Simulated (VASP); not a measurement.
# K4Br3 (Cmmm) in VASP: a series of runs

Runs on K4Br3. Level: PBE. Tasks: single point, relaxation of cell and atoms.

Everything below comes from runs of VASP 6.6.1. Logs are shortened: lines on timing, memory, paths and dates and some standing lists are left out, and cuts for length are marked.

### Step 1. The cell of the first run

The structure is orthorhombic, space group Cmmm (No. 65). Conventional cell: a = 8.505 Å, b = 9.480 Å, c = 7.522 Å, α = 90.00°, β = 90.00°, γ = 90.00°. K (site symmetry m) has 3 Br at 2.35 to 3.13 Å and 1 K at 2.97 Å within 3.2 Å. Within 4.3 Å of Br (site symmetry 2/m) lie 4 K at 3.13 Å and 2 Br at 4.25 Å. Within 3.1 Å of Br (site symmetry mmm) lie 4 K at 2.35 Å.

The cell was generated, and may not be a known phase.

### Step 2. Single point, PBE

Input file INCAR:

```
SYSTEM = K4Br3
  ALGO = Normal
  EDIFF = 1E-7
  ENCUT = 520
  GGA = PE
  ISIF = 2
  ISMEAR = 0
  LASPH = .True.
  LCHARG = .False.
  LREAL = .False.
  LWAVE = .False.
  NBANDS = 38
  NELM = 60
  PREC = Accurate
  SIGMA = 0.1
```

Input file KPOINTS:

```
k-points
0
Gamma
  4 4 2
  0 0 0
```

Input file POSCAR:

```
K4Br3
1.0
    4.2527070600     -4.7399930700      0.0000000000
    4.2527070600      4.7399930700      0.0000000000
    0.0000000000      0.0000000000      7.5218727100
K Br
4 3
Direct
    0.6746192300      0.6746192300      0.7584429900
    0.3253807700      0.3253807700      0.7584429900
    0.6746192300      0.6746192300      0.2415570100
    0.3253807700      0.3253807700      0.2415570100
    0.0000000000      0.5000000000      0.5000000000
    0.5000000000      0.0000000000      0.5000000000
    0.5000000000      0.5000000000      0.0000000000
```

Potentials or basis: VASP PAW PBE potentials, release 64 (K_sv, Br).

Run with:

```
$ cat potpaw_PBE.64/K_sv/POTCAR potpaw_PBE.64/Br/POTCAR > POTCAR
$ mpirun -np 1 vasp_std > vasp.out
```

OUTCAR:

```text
SYSTEM = K4Br3
   EDIFF = 1E-7
   ENCUT = 520
   GGA = PE
   ISIF = 2
   ISMEAR = 0
   LASPH = .True.
   LREAL = .False.
   NELM = 60
   PREC = Accurate

 ion  position               nearest neighbor table
   1  0.675  0.675  0.758-   7 2.35   2 2.97   6 3.13   5 3.13   3 3.63
   2  0.325  0.325  0.758-   7 2.35   1 2.97   6 3.13   5 3.13   4 3.63
   3  0.675  0.675  0.242-   7 2.35   4 2.97   6 3.13   5 3.13   1 3.63
   4  0.325  0.325  0.242-   7 2.35   3 2.97   6 3.13   5 3.13   2 3.63
   5  0.000  0.500  0.500-   1 3.13   2 3.13   3 3.13   4 3.13
   6  0.500  0.000  0.500-   1 3.13   2 3.13   3 3.13   4 3.13
   7  0.500  0.500  0.000-   1 2.35   2 2.35   3 2.35   4 2.35

  LATTYP: Found a base centered orthorhombic cell.
 ALAT       =     8.5054141200
 B/A-ratio  =     1.1145825478
 C/A-ratio  =     0.8843629015

  Lattice vectors:

 A1 = (   4.2527070600,  -4.7399930700,   0.0000000000)
 A2 = (   4.2527070600,   4.7399930700,   0.0000000000)
 A3 = (   0.0000000000,   0.0000000000,   7.5218727100)

Analysis of symmetry for initial positions (statically):
=====================================================================
 Subroutine PRICEL returns:
 Original cell was already a primitive cell.

 Routine SETGRP: Setting up the symmetry group for a
 base centered orthorhombic supercell.

 Subroutine GETGRP returns: Found  8 space group operations
 (whereof  8 operations were pure point group operations)
 out of a pool of  8 trial point group operations.

The static configuration has the point symmetry D_2h.

Analysis of symmetry for dynamics (positions and initial velocities):
=====================================================================
 Subroutine PRICEL returns:
 Original cell was already a primitive cell.

 Routine SETGRP: Setting up the symmetry group for a
 base centered orthorhombic supercell.

 Subroutine GETGRP returns: Found  8 space group operations
 (whereof  8 operations were pure point group operations)
 out of a pool of  8 trial point group operations.

The dynamic configuration has the point symmetry D_2h.

 Subroutine INISYM returns: Found  8 space group operations
 (whereof  8 operations are pure point group operations),
 and found     1 'primitive' translations

----------------------------------------------------------------------------------------

                                     Primitive cell

  volume of cell :     303.2488

  direct lattice vectors                    reciprocal lattice vectors
     4.252707060 -4.739993070  0.000000000     0.117572171 -0.105485386  0.000000000
     4.252707060  4.739993070  0.000000000     0.117572171  0.105485386  0.000000000
     0.000000000  0.000000000  7.521872710     0.000000000  0.000000000  0.132945616

  length of vectors
     6.368127797  6.368127797  7.521872710     0.157956899  0.157956899  0.132945616

  position of ions in fractional coordinates (direct lattice)
     0.674619230  0.674619230  0.758442990
     0.325380770  0.325380770  0.758442990
     0.674619230  0.674619230  0.241557010
     0.325380770  0.325380770  0.241557010
     0.000000000  0.500000000  0.500000000
     0.500000000  0.000000000  0.500000000
     0.500000000  0.500000000  0.000000000

  ion indices of the primitive-cell ions
   primitive index   ion index
                 1           1
                 2           2
                 3           3
                 4           4
                 5           5
                 6           6
                 7           7

----------------------------------------------------------------------------------------

 KPOINTS: k-points

Automatic generation of k-mesh.
 Grid dimensions read from file:
 generate k-points for:    4    4    2

 Generating k-lattice:

  Cartesian coordinates                     Fractional coordinates (reciprocal lattice)
     0.029393043 -0.026371347  0.000000000     0.250000000  0.000000000  0.000000000
     0.029393043  0.026371347  0.000000000     0.000000000  0.250000000  0.000000000
     0.000000000  0.000000000  0.066472808     0.000000000  0.000000000  0.500000000

  Length of vectors
     0.039489225  0.039489225  0.066472808

  Shift w.r.t. Gamma in fractional coordinates (k-lattice)
     0.000000000  0.000000000  0.000000000

 Subroutine IBZKPT returns following result:
 ===========================================

 Found     14 irreducible k-points:

 Following reciprocal coordinates:
            Coordinates               Weight
  0.000000  0.000000  0.000000      1.000000
  0.250000  0.000000  0.000000      4.000000
  0.500000  0.000000  0.000000      2.000000
  0.250000  0.250000  0.000000      2.000000
  0.500000  0.250000  0.000000      4.000000
 -0.250000  0.250000  0.000000      2.000000
  0.500000  0.500000  0.000000      1.000000
  0.000000  0.000000  0.500000      1.000000
  0.250000  0.000000  0.500000      4.000000
  0.500000  0.000000  0.500000      2.000000
  0.250000  0.250000  0.500000      2.000000
  0.500000  0.250000  0.500000      4.000000
 -0.250000  0.250000  0.500000      2.000000
  0.500000  0.500000  0.500000      1.000000
   k-points           NKPTS =     14   k-points in BZ     NKDIM =     14   number of bands    NBANDS=     38
   number of dos      NEDOS =    301   number of ions     NIONS =      7
   total plane-waves  NPLWV = 129024
   dimension x,y,z NGX =    48 NGY =   48 NGZ =   56
   dimension x,y,z NGXF=    96 NGYF=   96 NGZF=  112
   ions per type =               4   3
   NGX,Y,Z   is equivalent  to a cutoff of  12.53, 12.53, 12.38 a.u.
   NGXF,Y,Z  is equivalent  to a cutoff of  25.06, 25.06, 24.75 a.u.
 SYSTEM =  K4Br3
   PREC   = accura    normal or accurate (medium, high low for compatibility)
   ISTART =      0    job   : 0-new  1-cont  2-samecut
   ICHARG =      2    charge: 1-file 2-atom 10-const
   ISPIN  =      1    spin polarized calculation?
   LNONCOLLINEAR =      F non collinear calculations
   LSORBIT =      F    spin-orbit coupling
   LASPH  =      T    aspherical Exc in radial PAW
   ENCUT  =  520.0 eV  38.22 Ry    6.18 a.u.  11.84 11.84 13.99*2*pi/ulx,y,z
   NELM   =     60;   NELMIN=  2; NELMDL= -5     # of ELM steps
   EDIFF  = 0.1E-06   stopping-criterion for ELM
   LREAL  =      F    real-space projection
   EDIFFG = 0.1E-05   stopping-criterion for IOM
   NSW    =      0    number of steps for IOM
   IBRION =     -1    ionic relax: 0-MD 1-quasi-New 2-CG
   NFREE  =      0    steps in history (QN), initial steepest desc. (CG)
   ISIF   =      2    stress and relaxation
   ISYM   =      2    0-nonsym 1-usesym 2-fastsym
   POTIM  = 0.5000    time-step for ionic-motion
   TEBEG  =    0.0;   TEEND  =   0.0 temperature during run
   PSTRESS=    0.0 pullay stress
   NELECT =      57.0000    total number of electrons
   NUPDOWN=      -1.0000    fix difference up-down
   EMIN   =  10.00;   EMAX   =-10.00  energy-range for DOS
   EFERMI =   0.00;   METHOD = LEGACY
   ISMEAR =     0;   SIGMA  =   0.10  broadening in eV -4-tet -1-fermi 0-gaus
   EFERMI_NEDOS =   21; number of points for ismear=-14 and -15
   IALGO  =     38    algorithm
   IMIX   =      4    mixing-type and parameters
     AMIX     =   0.40;   BMIX     =  1.00
     AMIX_MAG =   1.60;   BMIX_MAG =  1.00
  volume/ion in A,a.u.               =      43.32       292.35
  Fermi-wavevector in a.u.,A,eV,Ry     =   0.937778  1.772144 11.965340  0.879428
  Thomas-Fermi vector in A             =   2.064923
   LORBIT       =      0    0 simple, 1 ext, 2 COOP (PROOUT), +10 PAW based schemes
   GGA     = PE    functional components
   LHFCALC =     F    Hartree Fock is set to
   AEXX    =    0.0000 exact exchange contribution
   IVDW    =     0    specifies the selected vdW correction
   LEPSILON=     F    determine dielectric tensor
   LRPA    =     F    only Hartree local field effects (RPA)
 non-spin polarized calculation
 Gauss-broadening in eV      SIGMA  =   0.10
  energy-cutoff  :      520.00
  volume of cell :      303.25
 maximum number of plane-waves:      8192
   NGX = 23   NGY = 23   NGZ = 27

 number of electron      56.9999997 magnetization

 Free energy of the ion-electron system (eV)
  ---------------------------------------------------
  ext. energy  EPLUGINS =         0.00000000
  ---------------------------------------------------
  free energy    TOTEN  =       -11.04834570 eV

  energy without entropy =      -11.03991713  energy(sigma->0) =      -11.04413142

 E-fermi :   1.7943     XC(G=0):  -6.5278

 val. band max:        1.7886102504   @ k =  -0.2500   0.2500   0.5000
 cond. band min:       1.8099074397   @ k =   0.2500   0.2500   0.5000
 fundamental gap:      0.0212971893
 Fermi energy:         1.7942920957

 k-point     1 :       0.0000    0.0000    0.0000
  band No.  band energies     occupation
      1     -30.8247      2.00000
      2     -30.7617      2.00000
      3     -30.6313      2.00000
      4     -30.5908      2.00000
      5     -18.0398      2.00000
      6     -15.2214      2.00000
[... 30 lines left out ...]
     37       4.7750      0.00000
     38       4.9223      0.00000

 k-point     2 :       0.2500    0.0000    0.0000
  band No.  band energies     occupation
      1     -30.8244      2.00000
      2     -30.7615      2.00000
      3     -30.6316      2.00000
      4     -30.5910      2.00000
      5     -18.0378      2.00000
      6     -15.2203      2.00000
[... 30 lines left out ...]
     37       4.9044      0.00000
     38       5.1476      0.00000

 k-point     3 :       0.5000    0.0000    0.0000
  band No.  band energies     occupation
      1     -30.8241      2.00000
      2     -30.7613      2.00000
      3     -30.6319      2.00000
      4     -30.5912      2.00000
      5     -18.0358      2.00000
      6     -15.2193      2.00000
[... 30 lines left out ...]
     37       4.9233      0.00000
     38       5.2054      0.00000

 k-point     4 :       0.2500    0.2500    0.0000
  band No.  band energies     occupation
      1     -30.8241      2.00000
      2     -30.7613      2.00000
      3     -30.6319      2.00000
      4     -30.5912      2.00000
      5     -18.0358      2.00000
      6     -15.2193      2.00000
[... 30 lines left out ...]
     37       4.7447      0.00000
     38       5.1828      0.00000
[... 293 lines left out ...]
      4     -30.5992      2.00000
      5     -18.0162      2.00000
      6     -15.2728      2.00000
[... 30 lines left out ...]
     37       4.5648      0.00000
     38       4.9487      0.00000

 k-point    13 :      -0.2500    0.2500    0.5000
  band No.  band energies     occupation
      1     -30.8160      2.00000
      2     -30.7696      2.00000
      3     -30.6242      2.00000
      4     -30.5989      2.00000
      5     -18.0165      2.00000
      6     -15.2983      2.00000
[... 30 lines left out ...]
     37       5.1244      0.00000
     38       5.3400      0.00000

 k-point    14 :       0.5000    0.5000    0.5000
  band No.  band energies     occupation
      1     -30.8156      2.00000
      2     -30.7691      2.00000
      3     -30.6246      2.00000
      4     -30.5995      2.00000
      5     -18.0161      2.00000
      6     -15.2491      2.00000
[... 30 lines left out ...]
     37       4.6962      0.00000
     38       4.9450      0.00000

------------------------ aborting loop because EDIFF is reached ----------------------------------------

  FORCE on cell =-STRESS in cart. coord.  units (eV):
  Direction    XX          YY          ZZ          XY          YZ          ZX
  --------------------------------------------------------------------------------------
  -------------------------------------------------------------------------------------
  Total       26.6918151      0.6950374     38.2914741     -0.0000000      0.0000000      0.0000000
  in kB      141.0228669      3.6721431    202.3082147     -0.0000000      0.0000000      0.0000000
  external PRESSURE =     115.6677415 kB  Pullay stress =       0.0000000 kB

 VOLUME and BASIS-vectors are now :
 -----------------------------------------------------------------------------
  energy-cutoff  :      520.00
  volume of cell :      303.25
      direct lattice vectors                 reciprocal lattice vectors
     4.252707060 -4.739993070  0.000000000     0.117572171 -0.105485386  0.000000000
     4.252707060  4.739993070  0.000000000     0.117572171  0.105485386  0.000000000
     0.000000000  0.000000000  7.521872710     0.000000000  0.000000000  0.132945616

 POSITION                                       TOTAL-FORCE (eV/Angst)
 -----------------------------------------------------------------------------------
      5.73792      0.00000      5.70491         4.550353     -0.000000     -4.596264
      2.76750      0.00000      5.70491        -4.550353     -0.000000     -4.596264
      5.73792      0.00000      1.81696         4.550353     -0.000000      4.596264
      2.76750      0.00000      1.81696        -4.550353     -0.000000      4.596264
      2.12635      2.37000      3.76094         0.000000     -0.000000      0.000000
      2.12635     -2.37000      3.76094         0.000000     -0.000000      0.000000
      4.25271      0.00000      0.00000         0.000000      0.000000      0.000000
 -----------------------------------------------------------------------------------
    total drift:                                0.000000      0.000000     -0.000000

  FREE ENERGIE OF THE ION-ELECTRON SYSTEM (eV)
  ---------------------------------------------------
  free  energy   TOTEN  =       -11.0483457042 eV

  energy  without entropy=      -11.0399171314  energy(sigma->0) =      -11.04413142
```

It took 1.9 min on 1 thread of Intel Xeon Platinum 8559C (Emerald Rapids), shared host; peak memory 0.38 GiB.

What came out:

```
Free energy            : -11.0483 eV
Pressure               : 11.6 GPa
Largest force          : 6.468 eV/Å
Band gap on the k mesh : zero (an odd number of electrons rules out a gap without spin polarisation)
```

Forces on the atoms (eV/Å):
```
K    4.550  0.000 -4.596
K   -4.550  0.000 -4.596
K    4.550  0.000  4.596
K   -4.550  0.000  4.596
Br   0.000  0.000  0.000
Br   0.000  0.000  0.000
Br   0.000  0.000  0.000
```

Caveat: the k points lie up to 0.42 Å⁻¹ apart, too coarse for converged energies and pressures of a metal; an odd number of electrons without spin polarisation forces a metal; a magnetic or distorted state may lie lower.

### Step 3. Single point, PBE

This run uses another cell than the first one, of 56.37 Å³/atom.

Input file INCAR:

```
SYSTEM = K4Br3
  PREC = Accurate
  ENCUT = 520
  EDIFF = 1E-6
  ISMEAR = 0
  SIGMA = 0.1
  LREAL = .FALSE.
  LASPH = .TRUE.
  NELM = 80
  ALGO = Normal
  ISIF = 2
  LWAVE = .FALSE.
  LCHARG = .TRUE.
  GGA = PE
  LELF = .TRUE.
  LVHAR = .TRUE.
  NBANDS = 38
```

Input file KPOINTS:

```
Automatic mesh
0
G
  4 4 2
  0 0 0
```

Input file POSCAR:

```
K4Br3
1.0
    4.7941610935     -4.6951381231      0.0000000000
    4.7941610935      4.6951381231      0.0000000000
    0.0000000000      0.0000000000      8.7644687495
K Br
4 3
Direct
    0.7474250924      0.7474250924      0.7484264918
    0.2525749076      0.2525749076      0.7484264918
    0.7474250924      0.7474250924      0.2515735082
    0.2525749076      0.2525749076      0.2515735082
    0.0000000000      0.5000000000      0.5000000000
    0.5000000000      0.0000000000      0.5000000000
    0.5000000000      0.5000000000      0.0000000000
```

Potentials or basis: VASP PAW PBE potentials, release 64 (K_sv, Br).

Run with:

```
$ cat potpaw_PBE.64/K_sv/POTCAR potpaw_PBE.64/Br/POTCAR > POTCAR
$ mpirun -np 1 vasp_std > vasp.out
```

Wall time 2.6 min (1 thread of Intel Xeon Platinum 8559C (Emerald Rapids), shared host); peak memory 0.48 GiB.

It converged, with:

```
Free energy            : -18.3734 eV
Pressure               : 0.1 GPa
Largest force          : 0.034 eV/Å
Band gap on the k mesh : zero (an odd number of electrons rules out a gap without spin polarisation)
```

Forces on the atoms (eV/Å):
```
K   -0.020  0.000  0.028
K    0.020  0.000  0.028
K   -0.020  0.000 -0.028
K    0.020  0.000 -0.028
Br   0.000  0.000  0.000
Br   0.000  0.000  0.000
Br   0.000  0.000  0.000
```

Stress tensor (GPa, compression positive):
```
0.03 0.00 0.00
0.00 0.06 0.00
0.00 0.00 0.16
```

Levels at points of the mesh, in eV from the Fermi level:
```csv
k point,band 24,band 25,band 26,band 27,band 28,band 29,band 30,band 31,band 32,band 33
"(0.00, 0.00, 0.00)",-4.24,-4.20,-4.17,-3.96,-3.77,-0.82,1.43,1.72,1.82,2.00
"(0.50, 0.00, 0.00)",-4.28,-4.25,-4.07,-4.00,-3.96,0.08,0.58,1.70,2.09,2.26
"(0.50, 0.50, 0.00)",-4.32,-4.29,-4.12,-4.05,-3.72,0.36,1.14,1.40,1.95,2.21
"(0.00, 0.00, 0.50)",-4.26,-4.17,-4.17,-4.00,-3.77,-0.36,0.42,1.91,2.07,2.23
"(0.50, 0.00, 0.50)",-4.29,-4.28,-4.02,-4.00,-3.99,0.22,0.81,1.16,1.86,2.41
"(0.50, 0.50, 0.50)",-4.27,-4.25,-4.12,-4.04,-3.72,0.30,1.63,1.64,1.91,2.14
```

Caveat: an odd number of electrons without spin polarisation forces a metal; a magnetic or distorted state may lie lower.

(Part 1 of 2 ends here.)

The gap in the log of VASP goes by the Fermi energy; the results here count the filled bands.